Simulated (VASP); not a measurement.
Input of a VASP 6.6.1 run:

File INCAR:

```
SYSTEM = NbP
ALGO = Normal
EDIFF = 1E-7
ENCUT = 520
GGA = PE
ISIF = 2
ISMEAR = -1
ISYM = 0
LASPH = .True.
LCHARG = .False.
LREAL = .False.
LWAVE = .False.
NBANDS = 26
NELM = 60
PREC = Accurate
SIGMA = 0.1
```

The input KPOINTS:

```
Automatic mesh
0
Gamma
  6 6 6
  0.5 0.5 0.5
```

Contents of POSCAR:

```
NbP
1.0
    0.0004177119      3.5207078145      0.0000001546
    3.5207078145      0.0004177119      0.0000001546
    1.7605629902      1.7605629902     -5.1692343415
Nb P
2 2
Direct
    0.0000000000      0.0000000000      0.0000000000
    0.7500000000      0.2500000000      0.5000000000
    0.5000000000      0.5000000000      0.0000000000
    0.2500000000      0.7500000000      0.5000000000
```

Potentials or basis: VASP PAW PBE potentials, release 64 (Nb_sv, P).

Launch:

```sh
$ cat potpaw_PBE.64/Nb_sv/POTCAR potpaw_PBE.64/P/POTCAR > POTCAR
$ mpirun -np 1 vasp_std > vasp.out
```

Task: What does it give for the pressure?

Result: -0.3 GPa.

Task: Estimate the band gap on the k mesh.

Result: Zero (band 18 reaches 11.15 eV, above the bottom of band 19 at 10.76 eV).

Stress tensor (GPa, compression positive):
```
-0.36  0.00  0.00
 0.00 -0.36  0.00
 0.00  0.00 -0.22
```
